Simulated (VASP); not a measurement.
# HgTe in VASP: a series of runs, part 2 of 2

VASP 6.6.1. Earlier steps stand in the parts before.

### Step 3. Single point, r2SCAN (strain -1.1%)

File POSCAR:

```
HgTe
1.0
    0.0000000000      3.2523582717      3.2523582717
    3.2523582717      0.0000000000      3.2523582717
    3.2523582717      3.2523582717      0.0000000000
Hg Te
1 1
Direct
    0.0000000000      0.0000000000      0.0000000000
    0.2500000000      0.2500000000      0.2500000000
```

File INCAR.step1:

```
PREC = Accurate
ENCUT = 520
ISMEAR = -1
SIGMA = 0.02
LREAL = F
LASPH = T
NELM = 80
NBANDS = 16
GGA = PE
ALGO = Normal
EDIFF = 1E-4
LWAVE = T
LCHARG = F
```

File INCAR.step2:

```
PREC = Accurate
ENCUT = 520
EDIFF = 1E-6
ISMEAR = -1
SIGMA = 0.02
LREAL = F
LASPH = T
NELM = 80
ALGO = Normal
ISIF = 2
LWAVE = F
LCHARG = F
METAGGA = R2SCAN
LMIXTAU = T
NBANDS = 16
ISTART = 1
```

File KPOINTS:

```
regular mesh
0
Gamma
  6 6 6
```

Potentials or basis: VASP PAW PBE potentials, release 64 (Hg, Te).

Launch:

```
$ cat potpaw_PBE.64/Hg/POTCAR potpaw_PBE.64/Te/POTCAR > POTCAR
$ cp INCAR.step1 INCAR
$ mpirun -np 1 vasp_std > vasp.out
$ cp INCAR.step2 INCAR
$ mpirun -np 1 vasp_std > vasp.out
```

OUTCAR:

```text
PREC = Accurate
   ENCUT = 520
   EDIFF = 1E-6
   ISMEAR = -1
   LREAL = F
   LASPH = T
   NELM = 80
   ISIF = 2
   METAGGA = R2SCAN
   ISTART = 1

 ion  position               nearest neighbor table
   1  0.000  0.000  0.000-   2 2.82   2 2.82   2 2.82   2 2.82
   2  0.250  0.250  0.250-   1 2.82   1 2.82   1 2.82   1 2.82

  LATTYP: Found a face centered cubic cell.
 ALAT       =     6.5047165434

  Lattice vectors:

 A1 = (   0.0000000000,   3.2523582717,   3.2523582717)
 A2 = (   3.2523582717,   0.0000000000,   3.2523582717)
 A3 = (   3.2523582717,   3.2523582717,   0.0000000000)

Analysis of symmetry for initial positions (statically):
=====================================================================
 Subroutine PRICEL returns:
 Original cell was already a primitive cell.

 Routine SETGRP: Setting up the symmetry group for a
 face centered cubic supercell.

 Subroutine GETGRP returns: Found 24 space group operations
 (whereof 24 operations were pure point group operations)
 out of a pool of 48 trial point group operations.

The static configuration has the point symmetry T_d .

Analysis of symmetry for dynamics (positions and initial velocities):
=====================================================================
 Subroutine PRICEL returns:
 Original cell was already a primitive cell.

 Routine SETGRP: Setting up the symmetry group for a
 face centered cubic supercell.

 Subroutine GETGRP returns: Found 24 space group operations
 (whereof 24 operations were pure point group operations)
 out of a pool of 48 trial point group operations.

The dynamic configuration has the point symmetry T_d .

 Subroutine INISYM returns: Found 24 space group operations
 (whereof 24 operations are pure point group operations),
 and found     1 'primitive' translations

----------------------------------------------------------------------------------------

                                     Primitive cell

  volume of cell :      68.8058

  direct lattice vectors                    reciprocal lattice vectors
     0.000000000  3.252358272  3.252358272    -0.153734601  0.153734601  0.153734601
     3.252358272  0.000000000  3.252358272     0.153734601 -0.153734601  0.153734601
     3.252358272  3.252358272  0.000000000     0.153734601  0.153734601 -0.153734601

  length of vectors
     4.599529178  4.599529178  4.599529178     0.266276139  0.266276139  0.266276139

  position of ions in fractional coordinates (direct lattice)
     0.000000000  0.000000000  0.000000000
     0.250000000  0.250000000  0.250000000

  ion indices of the primitive-cell ions
   primitive index   ion index
                 1           1
                 2           2

----------------------------------------------------------------------------------------

 KPOINTS: regular mesh

Automatic generation of k-mesh.
 Grid dimensions read from file:
 generate k-points for:    6    6    6

 Generating k-lattice:

  Cartesian coordinates                     Fractional coordinates (reciprocal lattice)
    -0.025622433  0.025622433  0.025622433     0.166666667  0.000000000  0.000000000
     0.025622433 -0.025622433  0.025622433     0.000000000  0.166666667  0.000000000
     0.025622433  0.025622433 -0.025622433     0.000000000  0.000000000  0.166666667

  Length of vectors
     0.044379357  0.044379357  0.044379357

  Shift w.r.t. Gamma in fractional coordinates (k-lattice)
     0.000000000  0.000000000  0.000000000

 Subroutine IBZKPT returns following result:
 ===========================================

 Found     16 irreducible k-points:

 Following reciprocal coordinates:
            Coordinates               Weight
  0.000000  0.000000  0.000000      1.000000
  0.166667  0.000000  0.000000      8.000000
  0.333333  0.000000  0.000000      8.000000
  0.500000  0.000000  0.000000      4.000000
  0.166667  0.166667  0.000000      6.000000
  0.333333  0.166667  0.000000     24.000000
[... 8 lines left out ...]
 -0.333333  0.333333  0.166667     24.000000
 -0.333333  0.500000  0.166667     12.000000
[... 24 lines left out ...]
   ISIF   =      2    stress and relaxation
   ISYM   =      2    0-nonsym 1-usesym 2-fastsym
   POTIM  = 0.5000    time-step for ionic-motion
   TEBEG  =    0.0;   TEEND  =   0.0 temperature during run
   PSTRESS=    0.0 pullay stress
   NELECT =      18.0000    total number of electrons
   NUPDOWN=      -1.0000    fix difference up-down
   EMIN   =  10.00;   EMAX   =-10.00  energy-range for DOS
   EFERMI =   0.00;   METHOD = LEGACY
   ISMEAR =    -1;   SIGMA  =   0.02  broadening in eV -4-tet -1-fermi 0-gaus
   EFERMI_NEDOS =   21; number of points for ismear=-14 and -15
   IALGO  =     38    algorithm
   IMIX   =      4    mixing-type and parameters
     AMIX     =   0.40;   BMIX     =  1.00
     AMIX_MAG =   1.60;   BMIX_MAG =  1.00
  volume/ion in A,a.u.               =      34.40       232.16
  Fermi-wavevector in a.u.,A,eV,Ry     =   1.047026  1.978591 14.915557  1.096263
  Thomas-Fermi vector in A             =   2.181888
   LORBIT       =      0    0 simple, 1 ext, 2 COOP (PROOUT), +10 PAW based schemes
   METAGGA = R2SCAN    functional components
   LHFCALC =     F    Hartree Fock is set to
   AEXX    =    0.0000 exact exchange contribution
   IVDW    =     0    specifies the selected vdW correction
   LEPSILON=     F    determine dielectric tensor
   LRPA    =     F    only Hartree local field effects (RPA)
 non-spin polarized calculation
  energy-cutoff  :      520.00
  volume of cell :       68.81
 maximum number of plane-waves:      1874
 NGX is ok and might be reduce to    36
   NGX = 17   NGY = 17   NGZ = 17

 number of electron      18.0000002 magnetization

 Free energy of the ion-electron system (eV)
  ---------------------------------------------------
  ext. energy  EPLUGINS =         0.00000000
  ---------------------------------------------------
  free energy    TOTEN  =       -75.14289845 eV

  energy without entropy =      -75.14254481  energy(sigma->0) =      -75.14272163

 E-fermi :   2.6858     XC(G=0):  -9.2252

 val. band max:        2.6719043893   @ k =   0.0000   0.0000   0.0000
 cond. band min:       3.6205930941   @ k =   0.5000   0.0000   0.0000
 fundamental gap:      0.9486887048
 Fermi energy:         2.6857673427

 k-point     1 :       0.0000    0.0000    0.0000
  band No.  band energies     occupation
      1      -9.5961      2.00000
      2      -4.8624      2.00000
      3      -4.8624      2.00000
      4      -4.8624      2.00000
      5      -4.3130      2.00000
      6      -4.3130      2.00000
[... 8 lines left out ...]
     15      12.6857      0.00000
     16      12.6857      0.00000
[... 267 lines left out ...]
 k-point    16 :      -0.3333    0.5000    0.1667
  band No.  band energies     occupation
      1      -8.8167      2.00000
      2      -4.6316      2.00000
      3      -4.5703      2.00000
      4      -4.4357      2.00000
      5      -4.2949      2.00000
      6      -3.7272      2.00000
[... 8 lines left out ...]
     15      14.0455      0.00000
     16      14.3477      0.00000

------------------------ aborting loop because EDIFF is reached ----------------------------------------

  FORCE on cell =-STRESS in cart. coord.  units (eV):
  Direction    XX          YY          ZZ          XY          YZ          ZX
  --------------------------------------------------------------------------------------
  -------------------------------------------------------------------------------------
  Total        0.6408714      0.6408714      0.6408714      0.0000000      0.0000000     -0.0000000
  in kB       14.9230058     14.9230058     14.9230058      0.0000000      0.0000000     -0.0000000
  external PRESSURE =      14.9230058 kB  Pullay stress =       0.0000000 kB

 VOLUME and BASIS-vectors are now :
 -----------------------------------------------------------------------------
  energy-cutoff  :      520.00
  volume of cell :       68.81
      direct lattice vectors                 reciprocal lattice vectors
     0.000000000  3.252358272  3.252358272    -0.153734601  0.153734601  0.153734601
     3.252358272  0.000000000  3.252358272     0.153734601 -0.153734601  0.153734601
     3.252358272  3.252358272  0.000000000     0.153734601  0.153734601 -0.153734601

 POSITION                                       TOTAL-FORCE (eV/Angst)
 -----------------------------------------------------------------------------------
      0.00000      0.00000      0.00000         0.000000     -0.000000      0.000000
      1.62618      1.62618      1.62618        -0.000000      0.000000     -0.000000
 -----------------------------------------------------------------------------------
    total drift:                                0.000000      0.000000      0.000000

  FREE ENERGIE OF THE ION-ELECTRON SYSTEM (eV)
  ---------------------------------------------------
  free  energy   TOTEN  =       -75.1428984453 eV

  energy  without entropy=      -75.1425448126  energy(sigma->0) =      -75.14272163
```

OUTCAR.step1:

```text
PREC = Accurate
   ENCUT = 520
   ISMEAR = -1
   LREAL = F
   LASPH = T
   NELM = 80
[... 512 lines left out ...]
 -----------------------------------------------------------------------------------
      0.00000      0.00000      0.00000         0.000000      0.000000      0.000000
      1.62618      1.62618      1.62618        -0.000000     -0.000000     -0.000000
 -----------------------------------------------------------------------------------
    total drift:                                0.000000      0.000000      0.000000

  FREE ENERGIE OF THE ION-ELECTRON SYSTEM (eV)
  ---------------------------------------------------
  free  energy   TOTEN  =        -3.5996580615 eV

  energy  without entropy=       -3.5993044224  energy(sigma->0) =       -3.59948124
```

OSZICAR.step1:

```text
N       E                     dE             d eps       ncg     rms          rms(c)
DAV:   1     0.105448234465E+03    0.10545E+03   -0.79464E+03   512   0.970E+02
DAV:   2    -0.183090426031E+00   -0.10563E+03   -0.98861E+02   600   0.226E+02
DAV:   3    -0.377648407923E+01   -0.35934E+01   -0.35855E+01   632   0.434E+01
DAV:   4    -0.381071916413E+01   -0.34235E-01   -0.34233E-01   752   0.384E+00
DAV:   5    -0.381087053064E+01   -0.15137E-03   -0.15137E-03   688   0.222E-01    0.735E+00
DAV:   6    -0.360758260538E+01    0.20329E+00   -0.39819E-01   584   0.842E+00    0.582E+00
DAV:   7    -0.360028855556E+01    0.72940E-02   -0.97768E-02   568   0.212E+00    0.218E+00
DAV:   8    -0.359963541657E+01    0.65314E-03   -0.10549E-02   544   0.117E+00    0.510E-01
DAV:   9    -0.359965806149E+01   -0.22645E-04   -0.74863E-04   656   0.318E-01
   1 F= -.35996581E+01 E0= -.35994812E+01  d E =-.353639E-03
```

Wall time 96 s (1 thread of Intel Xeon Platinum 8175M at 2.50GHz (Skylake/Cascade Lake), shared host); peak memory 0.22 GiB.

What came out:

* Free energy: -75.1429 eV
* Pressure: 1.5 GPa
* Band gap on the k mesh: zero (filled and empty bands touch)

Caveat: the cell differs from its parent crystal (strain -1.1%); semilocal functionals underestimate gaps, so a narrow gap can read as zero; the PAW data sets were made with another functional, which shifts forces and pressure a little; spin-orbit coupling is left out, which moves the levels of the heavy elements.

### Step 4. Single point, PBE (uniaxial x strain -1.6%)

File INCAR:

```
PREC = Accurate
ENCUT = 520
EDIFF = 1E-6
ISMEAR = -1
SIGMA = 0.02
LREAL = F
LASPH = T
NELM = 80
ALGO = Normal
ISIF = 2
LWAVE = F
LCHARG = T
GGA = PE
LELF = T
LVHAR = T
NBANDS = 16
```

File KPOINTS:

```
Automatic mesh
0
Gamma
  6 6 6
```

File POSCAR:

```
HgTe
1.0
    0.0000000000      3.2891972812      3.2891972812
    3.2362412050      0.0000000000      3.2891972812
    3.2362412050      3.2891972812      0.0000000000
Hg Te
1 1
Direct
    0.0000000000      0.0000000000      0.0000000000
    0.2500000000      0.2500000000      0.2500000000
```

Launch:

```
$ cat potpaw_PBE.64/Hg/POTCAR potpaw_PBE.64/Te/POTCAR > POTCAR
$ mpirun -np 1 vasp_std > vasp.out
```

It took 43 s on 1 thread of Intel Xeon Platinum 8175M at 2.50GHz (Skylake/Cascade Lake), shared host; peak memory 0.21 GiB.

The run converged. Its results:

| Quantity | Value |
| --- | --- |
| Free energy | -3.6180 eV |
| Pressure | 2.0 GPa |
| Band gap on the k mesh | 0.05 eV |

Stress tensor (GPa, compression positive):
```
2.14 0.00 0.00
0.00 1.96 0.00
0.00 0.00 1.96
```

Levels at points of the mesh, in eV from the valence-band top:
| k point | band 7 | band 8 | band 9 | band 10 | band 11 | band 12 |
| --- | --- | --- | --- | --- | --- | --- |
| (0.00, 0.00, 0.00) | -0.80 | 0.00 | 0.00 | 0.05 | 4.31 | 4.31 |
| (0.50, 0.00, 0.00) | -5.24 | -0.93 | -0.86 | 0.72 | 5.04 | 5.13 |
| (0.50, 0.50, 0.00) | -5.25 | -2.10 | -2.06 | 1.96 | 2.62 | 8.07 |
| (0.00, 0.50, 0.50) | -5.17 | -2.15 | -2.15 | 1.85 | 2.56 | 8.17 |

Caveat: the cell differs from its parent crystal (uniaxial x strain -1.6%); spin-orbit coupling is left out, which moves the levels of the heavy elements.

### Step 5. Single point, r2SCAN (uniaxial x strain -1.6%)

POSCAR is that of step 4.

File INCAR.step1:

```
  PREC = Accurate
  ENCUT = 520
  ISMEAR = -1
  SIGMA = 0.02
  LREAL = False
  LASPH = True
  NELM = 60
  NBANDS = 16
  GGA = PE
  ALGO = Normal
  EDIFF = 1E-4
  LWAVE = True
  LCHARG = False
```

File INCAR.step2:

```
  PREC = Accurate
  ENCUT = 520
  EDIFF = 1E-6
  ISMEAR = -1
  SIGMA = 0.02
  LREAL = False
  LASPH = True
  NELM = 60
  ALGO = Normal
  ISIF = 2
  LWAVE = False
  LCHARG = True
  METAGGA = R2SCAN
  LMIXTAU = True
  LELF = True
  LVHAR = True
  NBANDS = 16
  ISTART = 1
```

KPOINTS is that of step 4.

Launch:

```
$ cat potpaw_PBE.64/Hg/POTCAR potpaw_PBE.64/Te/POTCAR > POTCAR
$ cp INCAR.step1 INCAR
$ mpirun -np 1 vasp_std > vasp.out
$ cp INCAR.step2 INCAR
$ mpirun -np 1 vasp_std > vasp.out
```

Wall time 2.7 min (1 thread of Intel Xeon Platinum 8175M at 2.50GHz (Skylake/Cascade Lake), shared host); peak memory 0.23 GiB.

The run converged. Its results:

- Free energy: -75.1510 eV
- Pressure: 0.7 GPa
- Band gap on the k mesh: 0.05 eV

Stress tensor (GPa, compression positive):
```
0.82 0.00 0.00
0.00 0.62 0.00
0.00 0.00 0.62
```

Levels at points of the mesh, in eV from the valence-band top:
| k point | band 7 | band 8 | band 9 | band 10 | band 11 | band 12 |
| --- | --- | --- | --- | --- | --- | --- |
| (0.00, 0.00, 0.00) | -0.49 | 0.00 | 0.00 | 0.05 | 4.65 | 4.65 |
| (0.50, 0.00, 0.00) | -5.38 | -0.97 | -0.90 | 0.96 | 5.39 | 5.48 |
| (0.50, 0.50, 0.00) | -5.39 | -2.18 | -2.14 | 2.15 | 2.87 | 8.55 |
| (0.00, 0.50, 0.50) | -5.31 | -2.22 | -2.22 | 2.03 | 2.80 | 8.65 |

Caveat: the cell differs from its parent crystal (uniaxial x strain -1.6%); the PAW data sets were made with another functional, which shifts forces and pressure a little; spin-orbit coupling is left out, which moves the levels of the heavy elements.

### Step 6. Single point, HSE06 (strain -1.1%)

File POSCAR:

```
HgTe
1.0
    0.0000000000      3.2523582717      3.2523582717
    3.2523582717      0.0000000000      3.2523582717
    3.2523582717      3.2523582717      0.0000000000
Hg Te
1 1
Direct
    0.0000000000      0.0000000000      0.0000000000
    0.2500000000      0.2500000000      0.2500000000
```

File INCAR.step1:

```
PREC = Accurate
ENCUT = 520
EDIFF = 1E-5
ISMEAR = -1
SIGMA = 0.02
LREAL = False
LASPH = True
NELM = 80
ALGO = Normal
ISIF = 2
LWAVE = True
LCHARG = False
NBANDS = 16
GGA = PE
```

File INCAR.step2:

```
PREC = Accurate
ENCUT = 520
EDIFF = 1E-7
ISMEAR = -1
SIGMA = 0.02
LREAL = False
LASPH = True
NELM = 80
ALGO = Normal
ISIF = 2
LWAVE = False
LCHARG = False
GGA = PE
LHFCALC = True
HFSCREEN = 0.2079
PRECFOCK = Normal
NBANDS = 16
ISTART = 1
```

File KPOINTS:

```
Automatic mesh
0
Gamma
  4 4 4
```

Potentials or basis: VASP PAW PBE potentials, release 64 (Hg, Te).

Launch:

```
$ cat potpaw_PBE.64/Hg/POTCAR potpaw_PBE.64/Te/POTCAR > POTCAR
$ cp INCAR.step1 INCAR
$ mpirun -np 1 vasp_std > vasp.out
$ cp INCAR.step2 INCAR
$ mpirun -np 1 vasp_std > vasp.out
```

Run time: 33 min. Hardware: 1 thread of Intel Xeon Platinum 8175M at 2.50GHz (Skylake/Cascade Lake), shared host; peak memory 0.31 GiB.

Results (log left out):

| Property | Result |
| --- | --- |
| Free energy | -4.6560 eV |
| Pressure | 1.6 GPa |
| Band gap on the k mesh | zero (filled and empty bands touch) |

Levels at points of the mesh, in eV from the Fermi level:
```tsv
k point	band 7	band 8	band 9	band 10	band 11	band 12
(0.00, 0.00, 0.00)	-0.18	-0.01	-0.01	-0.01	5.01	5.01
(0.50, 0.00, 0.00)	-5.78	-1.05	-1.05	1.35	5.82	5.82
(0.50, 0.50, 0.00)	-5.77	-2.39	-2.39	2.58	3.11	9.17
```

Caveat: the k points lie up to 0.42 Å⁻¹ apart; the cell differs from its parent crystal (strain -1.1%); the PAW data sets were made with another functional, which shifts forces and pressure a little; spin-orbit coupling is left out, which moves the levels of the heavy elements.

### Step 7. Single point, HSE06 (uniaxial x strain -1.6%)

File POSCAR:

```
HgTe
1.0
    0.0000000000      3.2891972812      3.2891972812
    3.2362412050      0.0000000000      3.2891972812
    3.2362412050      3.2891972812      0.0000000000
Hg Te
1 1
Direct
    0.0000000000      0.0000000000      0.0000000000
    0.2500000000      0.2500000000      0.2500000000
```

File INCAR.step1:

```
SYSTEM = HgTe
  PREC = Accurate
  ENCUT = 520
  EDIFF = 1E-5
  ISMEAR = -1
  SIGMA = 0.02
  LREAL = .FALSE.
  LASPH = .TRUE.
  NELM = 60
  ALGO = Normal
  ISIF = 2
  LWAVE = .TRUE.
  LCHARG = .FALSE.
  GGA = PE
  NBANDS = 16
```

File INCAR.step2:

```
SYSTEM = HgTe
  PREC = Accurate
  ENCUT = 520
  EDIFF = 1E-7
  ISMEAR = -1
  SIGMA = 0.02
  LREAL = .FALSE.
  LASPH = .TRUE.
  NELM = 60
  ALGO = Normal
  ISIF = 2
  LWAVE = .FALSE.
  LCHARG = .FALSE.
  GGA = PE
  LHFCALC = .TRUE.
  HFSCREEN = 0.2079
  PRECFOCK = Normal
  ISTART = 1
  NBANDS = 16
```

File KPOINTS:

```
regular mesh
0
G
  4 4 4
  0 0 0
```

Launch:

```
$ cat potpaw_PBE.64/Hg/POTCAR potpaw_PBE.64/Te/POTCAR > POTCAR
$ cp INCAR.step1 INCAR
$ mpirun -np 1 vasp_std > vasp.out
$ cp INCAR.step2 INCAR
$ mpirun -np 1 vasp_std > vasp.out
```

It took 34 min on 1 thread of Intel Xeon Platinum 8175M at 2.50GHz (Skylake/Cascade Lake), shared host; peak memory 0.33 GiB.

Results (log left out):

- Free energy: -4.6651 eV
- Pressure: 0.8 GPa
- Band gap on the k mesh: 0.10 eV

Stress tensor (GPa, compression positive):
```
0.81 0.00 0.00
0.00 0.72 0.00
0.00 0.00 0.72
```

Levels at points of the mesh, in eV from the valence-band top:
```
           k point  band 7  band 8  band 9  band 10  band 11  band 12
(0.00, 0.00, 0.00)   -0.18    0.00    0.00     0.10     5.08     5.08
(0.50, 0.00, 0.00)   -5.61   -1.01   -0.93     1.39     5.84     5.94
(0.50, 0.50, 0.00)   -5.64   -2.27   -2.22     2.67     3.22     9.10
(0.00, 0.50, 0.50)   -5.56   -2.31   -2.31     2.55     3.16     9.21
```

Caveat: the cell differs from its parent crystal (uniaxial x strain -1.6%); the PAW data sets were made with another functional, which shifts forces and pressure a little; spin-orbit coupling is left out, which moves the levels of the heavy elements.

### Step 8. Overview

| level | cell | k mesh | grid for exact exchange (PRECFOCK) | share of exact exchange | screening parameter | gap on the mesh (eV) | pressure (GPa) |
| --- | --- | --- | --- | --- | --- | --- | --- |
| PBE | a = 4.600 Å, angles 60.0°, 2 atoms | 6 × 6 × 6 | - | - | - | none | 2.8 |
| r2SCAN | a = 4.600 Å, angles 60.0°, 2 atoms | 6 × 6 × 6 | - | - | - | none | 1.5 |
| PBE | a = 4.652, b = 4.614, c = 4.614 Å, angles 60.5, 59.7, 59.7°, 2 atoms | 6 × 6 × 6 | - | - | - | 0.05 | 2.0 |
| r2SCAN | a = 4.652, b = 4.614, c = 4.614 Å, angles 60.5, 59.7, 59.7°, 2 atoms | 6 × 6 × 6 | - | - | - | 0.05 | 0.7 |
| HSE06 | a = 4.600 Å, angles 60.0°, 2 atoms | 4 × 4 × 4 | Normal | 0.25 | 0.2079 1/Å | none | 1.6 |
| HSE06 | a = 4.652, b = 4.614, c = 4.614 Å, angles 60.5, 59.7, 59.7°, 2 atoms | 4 × 4 × 4 | Normal | 0.25 | 0.2079 1/Å | 0.10 | 0.8 |

Alike in all rows: task single point; potentials or basis VASP PAW PBE potentials, release 64 (Hg, Te); no spin polarisation; cutoff (eV) 520; smearing fermi-dirac 0.02 eV.

Caveats: some runs use coarse meshes; spin-orbit coupling is left out, which moves the levels of the heavy elements; the PAW data sets were made with another functional, which shifts forces and pressure a little (at least some runs); semilocal functionals underestimate gaps, so a narrow gap can read as zero (at least some runs).

Total energies depend on the potentials used, so only differences within one code and one set of settings carry meaning.
